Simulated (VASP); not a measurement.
Set up this calculation in VASP 6.6.1, as the native input.

```yaml
Task: single point
Functional: HSE06
Potentials_or_basis: VASP PAW PBE potentials, release 64 (Ca_sv, O)
Cutoff: 520 eV
k_mesh: 6 × 6 × 6
Occupations: gaussian, width 0.01 eV
Spin: no spin polarisation
Dipole_correction: no
Grid_for_exact_exchange_PRECFOCK: Normal
Further_INCAR_settings: ALGO = Normal; EDIFF = 1e-07; NBANDS = 15
Share_of_exact_exchange: 0.25
Screening_parameter: 0.2079 1/Å
```

CaO:

```
CELL_PARAMETERS angstrom
0.00000 2.30165 2.30165
2.30165 0.00000 2.30165
2.30165 2.30165 0.00000
ATOMIC_POSITIONS crystal
Ca 0.00000 0.00000 0.00000
O 0.50000 0.50000 0.50000
```

This cell differs from its parent crystal: strain -4.0%.

One way to write it, as run:

POSCAR

```
CaO
1.0
    0.0000000000      2.3016481090      2.3016481090
    2.3016481090      0.0000000000      2.3016481090
    2.3016481090      2.3016481090      0.0000000000
Ca O
1 1
Direct
    0.0000000000      0.0000000000      0.0000000000
    0.5000000000      0.5000000000      0.5000000000
```

INCAR.step1

```
PREC = Accurate
ENCUT = 520
EDIFF = 1E-5
ISMEAR = 0
SIGMA = 0.01
LREAL = False
LASPH = True
NELM = 80
ALGO = Normal
ISIF = 2
LWAVE = True
LCHARG = False
NBANDS = 15
GGA = PE
```

INCAR.step2

```
PREC = Accurate
ENCUT = 520
EDIFF = 1E-7
ISMEAR = 0
SIGMA = 0.01
LREAL = False
LASPH = True
NELM = 80
ALGO = Normal
ISIF = 2
LWAVE = False
LCHARG = False
GGA = PE
LHFCALC = True
HFSCREEN = 0.2079
PRECFOCK = Normal
NBANDS = 15
ISTART = 1
```

KPOINTS

```
Automatic mesh
0
Gamma
  6 6 6
```

Potentials or basis: VASP PAW PBE potentials, release 64 (Ca_sv, O).

Run with:

```sh
$ cat potpaw_PBE.64/Ca_sv/POTCAR potpaw_PBE.64/O/POTCAR > POTCAR
$ cp INCAR.step1 INCAR
$ mpirun -np 1 vasp_std > vasp.out
$ cp INCAR.step2 INCAR
$ mpirun -np 1 vasp_std > vasp.out
```

Results of the run:

The pressure is 19.9 GPa. The band gap on the k mesh is 5.24 eV (least direct gap 5.61 eV).

Caveat: the cell differs from its parent crystal (strain -4.0%); the cell stands under pressure; the PAW data sets were made with another functional, which shifts forces and pressure a little.

It took 40 min on 1 thread of Oxide Virtual Turin-like Processor, on a shared host, peak memory 0.23 GiB.
